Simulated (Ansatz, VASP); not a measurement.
Y in VASP and in Ansatz

INCAR

```
SYSTEM = Y
PREC = Accurate
ENCUT = 520
EDIFF = 1E-6
ISMEAR = -1
SIGMA = 0.1
LREAL = .False.
LASPH = .True.
NELM = 100
ALGO = Normal
ISIF = 2
LWAVE = .False.
LCHARG = .False.
GGA = CA
NBANDS = 24
```

KPOINTS

```
regular mesh
0
Gamma
  8 8 10
  0 0 0
```

File POSCAR:

```
Y
1.0
    5.6184360845      0.0000000000      0.0000000000
   -2.8092180422      4.8657083787      0.0000000000
    0.0000000000      0.0000000000      3.4980683887
Y
3
Direct
    0.0000000000      0.0000000000      0.0000000000
    0.3333333333      0.6666666667      0.5000000000
    0.6666666667      0.3333333333      0.5000000000
```

Input for Ansatz:

```yaml
crystal:
  lattice:
    - [5.6184360845, 0.0, 0.0]
    - [-2.8092180422, 4.8657083787, 0.0]
    - [0.0, 0.0, 3.4980683887]
  atoms:
    - { symbol: "Y", position: [0.0, 0.0, 0.0] }
    - { symbol: "Y", position: [0.3333333333, 0.6666666667, 0.5] }
    - { symbol: "Y", position: [0.6666666667, 0.3333333333, 0.5] }
hamiltonian:
  xc: lda
  pseudopotentials:
    kind: paw
    azcp:
      "Y": "pseudopotentials/Y.paw.azcp"
basis:
  ecutwfc: 420
  fft_grid_basis: typed
kpoints:
  mp_grid: { grid: [8, 8, 10], shift: [0, 0, 0] }
magnetization:
  spin_polarized: false
scf:
  occupations: { method: fermi_dirac, width: 0.1 }
  lower_state_search: "off"
output:
  stress: true
  write_density: true
  write_potential: true
  elf: true
  volumetric_format: npy
```

Alike in both runs: task single point; functional LDA; k mesh 8 × 8 × 10; occupations fermi-dirac, width 0.1 eV; no spin polarisation.

|  | VASP | Ansatz |
| --- | --- | --- |
| version | VASP 6.6.1 | Ansatz 0.2.0 |
| potentials or method | VASP PAW LDA potentials, release 64 (Y_sv), cutoff 520 eV | plane waves (420 eV) with PAW, scalar-relativistic |
| valence electrons in the cell | 33 | 33 |

|  | VASP | Ansatz | Ansatz less VASP |
| --- | --- | --- | --- |
| pressure (GPa) | -3.1 | -3.0 | +0.11 |
| traceless stress, the component that is largest in VASP (GPa) | 0.23 | 0.24 | +0.009 |

Ansatz warns that its potentials were made for another functional, while VASP's fit it. LDA's correlation is that of Perdew and Zunger in VASP and of Perdew and Wang (1992) in Ansatz.
